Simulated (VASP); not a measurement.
TiClO, 6 atoms in the cell. It takes space group Pmmn (No. 59, orthorhombic). The conventional cell has a = 3.334 Å, b = 3.739 Å, c = 7.921 Å, α = 90.00°, β = 90.00°, γ = 90.00°. Within 2.6 Å of Ti (site symmetry mm2) lie 4 O at 1.92 to 2.23 Å and 2 Cl at 2.29 Å. Within 3.0 Å of Cl (site symmetry mm2) lie 2 Ti at 2.29 Å. Within 2.6 Å of O (site symmetry mm2) lie 4 Ti at 1.92 to 2.23 Å. 

* Program: VASP 6.6.1
* Task: single point
* Functional: PBEsol
* Potentials or basis: VASP PAW PBE potentials, release 64 (Ti_sv, Cl, O)
* Cutoff: 520 eV
* k mesh: 8 × 7 × 4
* Occupations: gaussian, width 0.02 eV
* Spin: no spin polarisation
* Dipole correction: no
* Further INCAR settings: ALGO = Normal; EDIFF = 1e-06; NBANDS = 34

Potentials or basis: VASP PAW PBE potentials, release 64 (Ti_sv, Cl, O).

Launch:

```bash
$ cat potpaw_PBE.64/Ti_sv/POTCAR potpaw_PBE.64/Cl/POTCAR potpaw_PBE.64/O/POTCAR > POTCAR
$ mpirun -np 1 vasp_std > vasp.out
```

Hardware: 1 thread of Intel(R) Xeon(R) Platinum 8488C (Sapphire Rapids) (shared host).

Q: How long does it take, and how much memory?

A: Wall time 2.3 min on 1 thread of Intel(R) Xeon(R) Platinum 8488C (Sapphire Rapids), on a shared host, peak memory 0.31 GiB. Counts: scf iterations 17, k points 60.
